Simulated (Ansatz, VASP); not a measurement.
## One calculation of GaB3, two programs

The input INCAR:

```
SYSTEM = GaB3
  ALGO = Normal
  EDIFF = 1E-6
  EDIFFG = -0.01
  ENCUT = 600
  GGA = PE
  IBRION = 2
  ISIF = 3
  ISMEAR = 0
  LASPH = .True.
  LCHARG = .False.
  LREAL = .False.
  LWAVE = .False.
  NELM = 60
  NSW = 100
  PREC = Accurate
  SIGMA = 0.1
```

Contents of KPOINTS:

```
k-points
0
Gamma
  14 14 14
  0 0 0
```

Contents of POSCAR:

```
GaB3
1.0
    3.2938836355      0.0000000000      0.0000000000
    0.0000000000      3.2938836355      0.0000000000
    0.0000000000      0.0000000000      3.2600271090
Ga B
1 3
Direct
    0.0000000000      0.0000000000      0.0000000000
    0.0000000000      0.5000000000      0.5000000000
    0.5000000000      0.0000000000      0.5000000000
    0.5000000000      0.5000000000      0.0000000000
```

Input for Ansatz:

```yaml
crystal:
  lattice:
    - [3.2938836355, 0.0, 0.0]
    - [0.0, 3.2938836355, 0.0]
    - [0.0, 0.0, 3.260027109]
  atoms:
    - { symbol: Ga, position: [0.0, 0.0, 0.0] }
    - { symbol: B, position: [0.0, 0.5, 0.5] }
    - { symbol: B, position: [0.5, 0.0, 0.5] }
    - { symbol: B, position: [0.5, 0.5, 0.0] }
basis:
  ecutwfc: 420
kpoints:
  mp_grid: { grid: [14, 14, 14] }
hamiltonian:
  xc: pbe
scf:
  occupations: { method: gaussian, width: 0.1 }
output:
  forces: true
  stress: true
  eigenvalues: true
relax:
  adjacent_minimum: "off"
  f_tol: 0.01
  max_steps: 80
  cell: { stress_tol: 0.05 }
```

Alike in both runs: task relaxation of cell and atoms; functional PBE; k mesh 14 × 14 × 14; occupations gaussian, width 0.1 eV; no spin polarisation.

|  | VASP | Ansatz |
| --- | --- | --- |
| version | VASP 6.6.1 | Ansatz 0.2.0 |
| potentials or method | VASP PAW PBE potentials, release 64 (Ga_d, B), cutoff 600 eV | scalar-relativistic, plane waves, PAW |
| valence electrons in the cell | 22 | 22 |

```csv
,VASP,Ansatz,Ansatz less VASP
"gap on the k mesh at the Fermi level, each at its own relaxed structure (eV)",none,none,-
relaxed volume (Å³/atom),8.83,8.83,-0.002
relaxed cell length with the largest relative difference (Å),3.265,3.277,+0.0122
```

A gap of «none» marks a metal or a gap that the smearing closes.
